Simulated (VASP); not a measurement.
# TiO (P6_3/mmc) in VASP: a series of runs

TiO is run at these levels: r2SCAN; tasks: single point.

All numbers are computed with VASP 6.6.1; they aren't measurements. Logs are shortened: lines on timing, memory, paths and dates and some standing lists are left out, and cuts for length are marked.

### 1 The cell of the first run

Symmetry: P6_3/mmc, No. 194, hexagonal system. Conventional cell: a = 2.852 Å, b = 2.852 Å, c = 5.568 Å, α = 90.00°, β = 90.00°, γ = 120.00°. Within 2.9 Å of Ti (site symmetry -6m2) lie 6 O at 2.16 Å and 6 Ti at 2.85 Å. Within 2.9 Å of O (site symmetry -3m) lie 6 Ti at 2.16 Å and 8 O at 2.78 to 2.85 Å.

### 2 Single point, r2SCAN

Input file POSCAR:

```
TiO
1.0
    2.8516080131      0.0000000000      0.0000000000
   -1.4258040066      2.4695649810      0.0000000000
    0.0000000000      0.0000000000      5.5675030000
Ti O
2 2
Direct
    0.3333333333      0.6666666667      0.2500000000
    0.6666666667      0.3333333333      0.7500000000
    0.0000000000      0.0000000000      0.0000000000
    0.0000000000      0.0000000000      0.5000000000
```

Input file INCAR.step1:

```
ALGO = Normal
EDIFF = 1E-4
ENCUT = 520
GGA = PE
ISMEAR = 0
ISYM = 0
LASPH = T
LCHARG = F
LREAL = F
LWAVE = T
NBANDS = 26
NELM = 60
PREC = Accurate
SIGMA = 0.1
```

Input file INCAR.step2:

```
ALGO = Normal
EDIFF = 1E-7
ENCUT = 520
ISIF = 2
ISMEAR = 0
ISTART = 1
ISYM = 0
LASPH = T
LCHARG = T
LELF = T
LMIXTAU = T
LREAL = F
LVHAR = T
LWAVE = F
METAGGA = R2SCAN
NBANDS = 26
NELM = 60
PREC = Accurate
SIGMA = 0.1
```

Input file KPOINTS:

```
Automatic mesh
0
Gamma
  12 12 4
  0.5 0.5 0.5
```

Potentials or basis: VASP PAW PBE potentials, release 64 (Ti_sv, O).

The run is started by

```bash
cat potpaw_PBE.64/Ti_sv/POTCAR potpaw_PBE.64/O/POTCAR > POTCAR
cp INCAR.step1 INCAR
mpirun -np 1 vasp_std > vasp.out
cp INCAR.step2 INCAR
mpirun -np 1 vasp_std > vasp.out
```

OUTCAR:

```text
EDIFF = 1E-7
   ENCUT = 520
   ISIF = 2
   ISMEAR = 0
   ISTART = 1
   ISYM = 0
   LASPH = T
   LREAL = F
   METAGGA = R2SCAN
   NELM = 60
   PREC = Accurate

 ion  position               nearest neighbor table
   1  0.333  0.667  0.250-   3 2.16   4 2.16   3 2.16   4 2.16   3 2.16   4 2.16
   2  0.667  0.333  0.750-   3 2.16   4 2.16   3 2.16   4 2.16   3 2.16   4 2.16
   3  0.000  0.000  0.000-   1 2.16   2 2.16   2 2.16   1 2.16   2 2.16   1 2.16
   4  0.000  0.000  0.500-   1 2.16   2 2.16   2 2.16   1 2.16   2 2.16   1 2.16

IMPORTANT INFORMATION: All symmetrisations will be switched off!
NOSYMM: (Re-)initialisation of all symmetry stuff for point group C_1.

----------------------------------------------------------------------------------------

                                     Primitive cell

  volume of cell :      39.2076

  direct lattice vectors                    reciprocal lattice vectors
     2.851608013  0.000000000  0.000000000     0.350679334  0.202464808  0.000000000
    -1.425804007  2.469564981  0.000000000     0.000000000  0.404929616  0.000000000
     0.000000000  0.000000000  5.567503000     0.000000000  0.000000000  0.179613733

  length of vectors
     2.851608013  2.851608013  5.567503000     0.404929616  0.404929616  0.179613733

  position of ions in fractional coordinates (direct lattice)
     0.333333333  0.666666667  0.250000000
     0.666666667  0.333333333  0.750000000
     0.000000000  0.000000000  0.000000000
     0.000000000  0.000000000  0.500000000

  ion indices of the primitive-cell ions
   primitive index   ion index
                 1           1
                 2           2
                 3           3
                 4           4

----------------------------------------------------------------------------------------

 KPOINTS: Automatic mesh

Automatic generation of k-mesh.
 Grid dimensions read from file:
 generate k-points for:   12   12    4

 Generating k-lattice:

  Cartesian coordinates                     Fractional coordinates (reciprocal lattice)
     0.029223278  0.016872067  0.000000000     0.083333333  0.000000000  0.000000000
     0.000000000  0.033744135  0.000000000     0.000000000  0.083333333  0.000000000
[... 49 lines left out ...]
   PREC   = accura    normal or accurate (medium, high low for compatibility)
   ISTART =      1    job   : 0-new  1-cont  2-samecut
   ICHARG =      0    charge: 1-file 2-atom 10-const
   ISPIN  =      1    spin polarized calculation?
   LNONCOLLINEAR =      F non collinear calculations
   LSORBIT =      F    spin-orbit coupling
   LASPH  =      T    aspherical Exc in radial PAW
   ENCUT  =  520.0 eV  38.22 Ry    6.18 a.u.   5.30  5.30 10.35*2*pi/ulx,y,z
   NELM   =     60;   NELMIN=  2; NELMDL=  0     # of ELM steps
   EDIFF  = 0.1E-06   stopping-criterion for ELM
   LREAL  =      F    real-space projection
   EDIFFG = 0.1E-05   stopping-criterion for IOM
   NSW    =      0    number of steps for IOM
   IBRION =     -1    ionic relax: 0-MD 1-quasi-New 2-CG
   NFREE  =      0    steps in history (QN), initial steepest desc. (CG)
   ISIF   =      2    stress and relaxation
   ISYM   =      0    0-nonsym 1-usesym 2-fastsym
   POTIM  = 0.5000    time-step for ionic-motion
   TEBEG  =    0.0;   TEEND  =   0.0 temperature during run
   PSTRESS=    0.0 pullay stress
   NELECT =      36.0000    total number of electrons
   NUPDOWN=      -1.0000    fix difference up-down
   EMIN   =  10.00;   EMAX   =-10.00  energy-range for DOS
   EFERMI =   0.00;   METHOD = LEGACY
   ISMEAR =     0;   SIGMA  =   0.10  broadening in eV -4-tet -1-fermi 0-gaus
   EFERMI_NEDOS =   21; number of points for ismear=-14 and -15
   IALGO  =     38    algorithm
   IMIX   =      4    mixing-type and parameters
     AMIX     =   0.40;   BMIX     =  1.00
     AMIX_MAG =   1.60;   BMIX_MAG =  1.00
  volume/ion in A,a.u.               =       9.80        66.15
  Fermi-wavevector in a.u.,A,eV,Ry     =   1.591178  3.006890 34.447873  2.531847
  Thomas-Fermi vector in A             =   2.689758
   LORBIT       =      0    0 simple, 1 ext, 2 COOP (PROOUT), +10 PAW based schemes
   METAGGA = R2SCAN    functional components
   LHFCALC =     F    Hartree Fock is set to
   AEXX    =    0.0000 exact exchange contribution
   IVDW    =     0    specifies the selected vdW correction
   LEPSILON=     F    determine dielectric tensor
   LRPA    =     F    only Hartree local field effects (RPA)
 non-spin polarized calculation
 Gauss-broadening in eV      SIGMA  =   0.10
  energy-cutoff  :      520.00
  volume of cell :       39.21
 maximum number of plane-waves:      1068
 NGX is ok and might be reduce to    24
   NGX = 11   NGY = 11   NGZ = 21

 number of electron      35.9999991 magnetization

 Free energy of the ion-electron system (eV)
  ---------------------------------------------------
  ext. energy  EPLUGINS =         0.00000000
  ---------------------------------------------------
  free energy    TOTEN  =       -48.64244896 eV

  energy without entropy =      -48.64117289  energy(sigma->0) =      -48.64181092

 E-fermi :  11.3151     XC(G=0): -13.5920

 val. band max:       11.1948619731   @ k =  -0.3750  -0.4167  -0.1250
 cond. band min:      11.3539304600   @ k =   0.0000  -0.0417   0.1250
 fundamental gap:      0.1590684869
 Fermi energy:        11.3150712144

 k-point     1 :       0.0417    0.0417    0.1250
  band No.  band energies     occupation
      1     -48.8395      2.00000
      2     -48.8012      2.00000
      3     -24.4958      2.00000
      4     -24.0656      2.00000
      5     -23.7192      2.00000
      6     -23.7141      2.00000
[... 685 lines left out ...]
     25      13.6463      0.00000
     26      14.6713      0.00000

 [... further k-points ...]
[... 5 lines left out ...]
  --------------------------------------------------------------------------------------
  -------------------------------------------------------------------------------------
  Total       -1.0268533     -1.0270394     -0.6062467     -0.0001608     -0.0000003     -0.0000004
  in kB      -41.9612331    -41.9688398    -24.7736070     -0.0065709     -0.0000107     -0.0000178
  external PRESSURE =     -36.2345600 kB  Pullay stress =       0.0000000 kB

 VOLUME and BASIS-vectors are now :
 -----------------------------------------------------------------------------
  energy-cutoff  :      520.00
  volume of cell :       39.21
      direct lattice vectors                 reciprocal lattice vectors
     2.851608013  0.000000000  0.000000000     0.350679334  0.202464808  0.000000000
    -1.425804007  2.469564981  0.000000000     0.000000000  0.404929616  0.000000000
     0.000000000  0.000000000  5.567503000     0.000000000  0.000000000  0.179613733

 POSITION                                       TOTAL-FORCE (eV/Angst)
 -----------------------------------------------------------------------------------
     -0.00000      1.64638      1.39188         0.000021     -0.000012      0.000000
      1.42580      0.82319      4.17563        -0.000021      0.000012     -0.000000
      0.00000      0.00000      0.00000         0.000000      0.000000      0.000004
      0.00000      0.00000      2.78375        -0.000000     -0.000000     -0.000004
 -----------------------------------------------------------------------------------
    total drift:                               -0.000000      0.000000     -0.000000

  FREE ENERGIE OF THE ION-ELECTRON SYSTEM (eV)
  ---------------------------------------------------
  free  energy   TOTEN  =       -48.6424489554 eV

  energy  without entropy=      -48.6411728872  energy(sigma->0) =      -48.64181092
```

OUTCAR.step1:

```text
EDIFF = 1E-4
   ENCUT = 520
   GGA = PE
   ISMEAR = 0
[... 888 lines left out ...]
     -0.00000      1.64638      1.39188        -0.000008      0.000003      0.000010
      1.42580      0.82319      4.17563        -0.000000      0.000005      0.000014
      0.00000      0.00000      0.00000         0.000003     -0.000007     -0.000223
      0.00000      0.00000      2.78375         0.000004     -0.000001      0.000199
 -----------------------------------------------------------------------------------
    total drift:                               -0.000010      0.000017      0.000048

  FREE ENERGIE OF THE ION-ELECTRON SYSTEM (eV)
  ---------------------------------------------------
  free  energy   TOTEN  =       -35.3188479952 eV

  energy  without entropy=      -35.3155167120  energy(sigma->0) =      -35.31718235
```

OSZICAR.step1:

```text
N       E                     dE             d eps       ncg     rms          rms(c)
DAV:   1     0.445864185739E+03    0.44586E+03   -0.18311E+04 45096   0.175E+03
DAV:   2     0.166721068975E+02   -0.42919E+03   -0.41188E+03 46436   0.499E+02
DAV:   3    -0.373754882866E+02   -0.54048E+02   -0.52913E+02 62276   0.164E+02
DAV:   4    -0.414129268686E+02   -0.40374E+01   -0.40062E+01 64388   0.389E+01
DAV:   5    -0.415392176117E+02   -0.12629E+00   -0.12624E+00 59464   0.599E+00    0.205E+01
DAV:   6    -0.355264057027E+02    0.60128E+01   -0.33469E+01 62300   0.549E+01    0.666E+00
DAV:   7    -0.353385656685E+02    0.18784E+00   -0.29959E+00 52040   0.157E+01    0.525E+00
DAV:   8    -0.353985767965E+02   -0.60011E-01   -0.12820E+00 53206   0.837E+00    0.367E+00
DAV:   9    -0.353161504311E+02    0.82426E-01   -0.36178E-01 48404   0.458E+00    0.574E-01
DAV:  10    -0.353198702788E+02   -0.37198E-02   -0.28750E-02 62898   0.129E+00    0.345E-01
DAV:  11    -0.353188562190E+02    0.10141E-02   -0.63463E-03 47078   0.565E-01    0.577E-02
DAV:  12    -0.353188479952E+02    0.82238E-05   -0.19191E-04 36718   0.125E-01
   1 F= -.35318848E+02 E0= -.35317182E+02  d E =-.333128E-02
```

It took 36 min on 1 thread of Intel Xeon 6975P-C, shared host; peak memory 0.76 GiB.

What came out:

```yaml
Free_energy: -48.6424 eV
Pressure: -3.6 GPa
Band_gap_on_the_k_mesh: 0.16 eV, indirect (least direct gap 0.41 eV)
```

Levels at points of the mesh, in eV from the valence-band top:
| k point | band 16 | band 17 | band 18 | band 19 | band 20 | band 21 |
| --- | --- | --- | --- | --- | --- | --- |
| (0.04, 0.04, 0.12) | -5.59 | -1.65 | -0.52 | 0.23 | 0.68 | 1.40 |

Caveat: the PAW data sets were made with another functional, which shifts forces and pressure a little.

### 3 Single point, r2SCAN

POSCAR is that of step 2.

Input file INCAR.step1:

```
ALGO = Normal ; EDIFF = 1E-5
ENCUT = 910 ; GGA = PE
GGA_COMPAT = F ; ISMEAR = 0
LASPH = T ; LCHARG = F
LREAL = F ; LWAVE = T
NBANDS = 26 ; NELM = 120
PREC = Accurate ; SIGMA = 0.1
```

Input file INCAR.step2:

```
ALGO = Normal ; EDIFF = 1E-6
ENCUT = 910 ; GGA_COMPAT = F
ISIF = 2 ; ISMEAR = 0
ISTART = 1 ; LASPH = T
LCHARG = F ; LMIXTAU = T
LREAL = F ; LWAVE = F
METAGGA = R2SCAN ; NBANDS = 26
NELM = 120 ; PREC = Accurate
SIGMA = 0.1
```

Input file KPOINTS:

```
k-points
0
Gamma
  6 6 2
```

Potentials or basis: VASP PAW PBE potentials, release 64 (Ti_sv, O_h).

The run is started by

```bash
cat potpaw_PBE.64/Ti_sv/POTCAR potpaw_PBE.64/O_h/POTCAR > POTCAR
cp INCAR.step1 INCAR
mpirun -np 1 vasp_std > vasp.out
cp INCAR.step2 INCAR
mpirun -np 1 vasp_std > vasp.out
```

It took 2.1 min on 1 thread of Intel Xeon Platinum 8488C (Sapphire Rapids), shared host; peak memory 0.22 GiB.

Results (log left out):

```
Free energy            : -48.6666 eV
Pressure               : -3.9 GPa
Band gap on the k mesh : zero (filled and empty bands touch)
```

Stress tensor (GPa, compression positive):
```
-4.32  0.00  0.00
 0.00 -4.32  0.00
 0.00  0.00 -3.03
```

Levels at points of the mesh, in eV from the Fermi level:
```
           k point  band 16  band 17  band 18  band 19  band 20  band 21
(0.00, 0.00, 0.00)    -5.61    -2.08    -0.08    -0.08    -0.01     1.17
(0.50, 0.00, 0.00)    -5.83    -2.78    -0.08     1.04     1.77     2.09
(0.00, 0.00, 0.50)    -5.92    -0.64    -0.64     0.78     0.78     0.78
(0.50, 0.00, 0.50)    -6.45    -1.39    -1.39     2.15     2.15     2.37
```

Caveat: the k points lie up to 0.56 Å⁻¹ apart; the cutoff is under 1.25 times the usual one of these potentials, so pressure, stress and relaxed cells hold a basis-set (Pulay) error; the PAW data sets were made with another functional, which shifts forces and pressure a little; semilocal functionals often make such compounds metallic where correlation or magnetic order opens a gap, which also shifts bond lengths.

### 4 Single point, r2SCAN

POSCAR is that of step 3.

Input file INCAR.step1:

```
PREC = Accurate
ENCUT = 910
ISMEAR = 0
SIGMA = 0.1
LREAL = F
LASPH = T
NELM = 120
NBANDS = 26
GGA = PE
ALGO = Normal
EDIFF = 1E-5
LWAVE = T
LCHARG = F
GGA_COMPAT = F
```

Input file INCAR.step2:

```
PREC = Accurate
ENCUT = 910
EDIFF = 1E-6
ISMEAR = 0
SIGMA = 0.1
LREAL = F
LASPH = T
NELM = 120
ALGO = Normal
ISIF = 2
LWAVE = F
LCHARG = T
METAGGA = R2SCAN
LMIXTAU = T
LELF = T
LVHAR = T
NBANDS = 26
ISTART = 1
GGA_COMPAT = F
```

Input file KPOINTS:

```
regular mesh
0
Gamma
  6 6 4
```

Potentials or basis: VASP PAW PBE potentials, release 64 (Ti_sv, O_h).

The run is started by

```bash
cat potpaw_PBE.64/Ti_sv/POTCAR potpaw_PBE.64/O_h/POTCAR > POTCAR
cp INCAR.step1 INCAR
mpirun -np 1 vasp_std > vasp.out
cp INCAR.step2 INCAR
mpirun -np 1 vasp_std > vasp.out
```

OUTCAR:

```text
PREC = Accurate
   ENCUT = 910
   EDIFF = 1E-6
   ISMEAR = 0
   LREAL = F
   LASPH = T
   NELM = 120
   ISIF = 2
   METAGGA = R2SCAN
   ISTART = 1

 ion  position               nearest neighbor table
   1  0.333  0.667  0.250-   3 2.16   4 2.16   3 2.16   4 2.16   3 2.16   4 2.16
   2  0.667  0.333  0.750-   3 2.16   4 2.16   3 2.16   4 2.16   3 2.16   4 2.16
   3  0.000  0.000  0.000-   1 2.16   2 2.16   2 2.16   1 2.16   2 2.16   1 2.16
   4  0.000  0.000  0.500-   1 2.16   2 2.16   2 2.16   1 2.16   2 2.16   1 2.16

  LATTYP: Found a hexagonal cell.
 ALAT       =     2.8516080131
 C/A-ratio  =     1.9524082463

  Lattice vectors:

 A1 = (   2.8516080131,   0.0000000000,   0.0000000000)
 A2 = (  -1.4258040066,   2.4695649810,   0.0000000000)
 A3 = (   0.0000000000,   0.0000000000,   5.5675030000)

Analysis of symmetry for initial positions (statically):
=====================================================================
 Subroutine PRICEL returns:
 Original cell was already a primitive cell.

[... 168 lines left out ...]
  free energy    TOTEN  =       -48.66254039 eV

  energy without entropy =      -48.65932653  energy(sigma->0) =      -48.66093346

 E-fermi :  11.7235     XC(G=0): -13.5969

 val. band max:       11.7166953865   @ k =   0.0000   0.0000   0.0000
 cond. band min:      11.9043896674   @ k =   0.0000   0.0000   0.2500
 fundamental gap:      0.1876942809
 Fermi energy:        11.7234806184

 k-point     1 :       0.0000    0.0000    0.0000
  band No.  band energies     occupation
      1     -48.4557      2.00000
      2     -48.4132      2.00000
      3     -24.1351      2.00000
      4     -23.6562      2.00000
      5     -23.2944      2.00000
      6     -23.2944      2.00000
[... 598 lines left out ...]
     25      15.1146      0.00000
     26      15.1146      0.00000

------------------------ aborting loop because EDIFF is reached ----------------------------------------

  FORCE on cell =-STRESS in cart. coord.  units (eV):
  Direction    XX          YY          ZZ          XY          YZ          ZX
  --------------------------------------------------------------------------------------
  -------------------------------------------------------------------------------------
  Total       -1.0898495     -1.0898495     -0.6408237      0.0000000      0.0000000     -0.0000000
  in kB      -44.5355040    -44.5355040    -26.1865558      0.0000000      0.0000000     -0.0000000
  external PRESSURE =     -38.4191879 kB  Pullay stress =       0.0000000 kB

 VOLUME and BASIS-vectors are now :
 -----------------------------------------------------------------------------
  energy-cutoff  :      910.00
  volume of cell :       39.21
      direct lattice vectors                 reciprocal lattice vectors
     2.851608013  0.000000000  0.000000000     0.350679334  0.202464808  0.000000000
    -1.425804007  2.469564981  0.000000000     0.000000000  0.404929616  0.000000000
     0.000000000  0.000000000  5.567503000     0.000000000  0.000000000  0.179613733

 POSITION                                       TOTAL-FORCE (eV/Angst)
 -----------------------------------------------------------------------------------
     -0.00000      1.64638      1.39188        -0.000000      0.000000      0.000000
      1.42580      0.82319      4.17563         0.000000     -0.000000      0.000000
      0.00000      0.00000      0.00000         0.000000      0.000000      0.000000
      0.00000      0.00000      2.78375         0.000000      0.000000      0.000000
 -----------------------------------------------------------------------------------
    total drift:                               -0.000000      0.000000     -0.000000

  FREE ENERGIE OF THE ION-ELECTRON SYSTEM (eV)
  ---------------------------------------------------
  free  energy   TOTEN  =       -48.6625403911 eV

  energy  without entropy=      -48.6593265283  energy(sigma->0) =      -48.66093346
```

OSZICAR.step1:

```text
N       E                     dE             d eps       ncg     rms          rms(c)
DAV:   1     0.562165255838E+03    0.56217E+03   -0.25809E+04  1100   0.256E+03
DAV:   2     0.627464621711E+02   -0.49942E+03   -0.47964E+03  1128   0.620E+02
DAV:   3    -0.339675007683E+02   -0.96714E+02   -0.93063E+02  1806   0.203E+02
DAV:   4    -0.411715376680E+02   -0.72040E+01   -0.71331E+01  1328   0.557E+01
DAV:   5    -0.415066662405E+02   -0.33513E+00   -0.33487E+00  1698   0.117E+01    0.207E+01
DAV:   6    -0.354934697067E+02    0.60132E+01   -0.32885E+01  1602   0.546E+01    0.707E+00
DAV:   7    -0.353510823340E+02    0.14239E+00   -0.32770E+00  1310   0.149E+01    0.517E+00
DAV:   8    -0.354233019761E+02   -0.72220E-01   -0.14422E+00  1336   0.896E+00    0.370E+00
DAV:   9    -0.353339980694E+02    0.89304E-01   -0.34185E-01  1276   0.463E+00    0.547E-01
DAV:  10    -0.353372583173E+02   -0.32602E-02   -0.45305E-02  1610   0.150E+00    0.439E-01
DAV:  11    -0.353358119200E+02    0.14464E-02   -0.96074E-03  1260   0.661E-01    0.753E-02
DAV:  12    -0.353357911438E+02    0.20776E-04   -0.49900E-04  1230   0.206E-01    0.508E-02
DAV:  13    -0.353357813099E+02    0.98339E-05   -0.15245E-05  1006   0.356E-02
   1 F= -.35335781E+02 E0= -.35333133E+02  d E =-.529624E-02
```

It took 3.2 min on 1 thread of Intel Xeon Platinum 8488C (Sapphire Rapids), shared host; peak memory 0.23 GiB.

What came out:

```
Free energy            : -48.6625 eV
Pressure               : -3.8 GPa
Band gap on the k mesh : zero (filled and empty bands touch)
```

Stress tensor (GPa, compression positive):
```
-4.45  0.00  0.00
 0.00 -4.45  0.00
 0.00  0.00 -2.62
```

Caveat: the k points lie up to 0.42 Å⁻¹ apart; the cutoff is under 1.25 times the usual one of these potentials, so pressure, stress and relaxed cells hold a basis-set (Pulay) error; the PAW data sets were made with another functional, which shifts forces and pressure a little; semilocal functionals often make such compounds metallic where correlation or magnetic order opens a gap, which also shifts bond lengths.

### 5 The runs side by side

```tsv
potentials or basis	k mesh	cutoff (eV)	second run	gap on the mesh (eV)	pressure (GPa)
VASP PAW PBE potentials, release 64 (Ti_sv, O)	12 × 12 × 4, shifted	520	-	0.16	-3.6
VASP PAW PBE potentials, release 64 (Ti_sv, O_h)	6 × 6 × 2	910	hard_potentials	none	-3.9
VASP PAW PBE potentials, release 64 (Ti_sv, O_h)	6 × 6 × 4	910	hard_potentials	none	-3.8
```

Alike in all rows: task single point; level r2SCAN; no spin polarisation; cell as given; smearing gaussian 0.1 eV.

Caveats: some runs use coarse meshes; the PAW data sets were made with another functional, which shifts forces and pressure a little; the cutoff is under 1.25 times the usual one of these potentials, so pressure, stress and relaxed cells hold a basis-set (Pulay) error (some runs); semilocal functionals often make such compounds metallic where correlation or magnetic order opens a gap, which also shifts bond lengths (some runs).

Absolute energies hang on the potentials; compare differences alone.
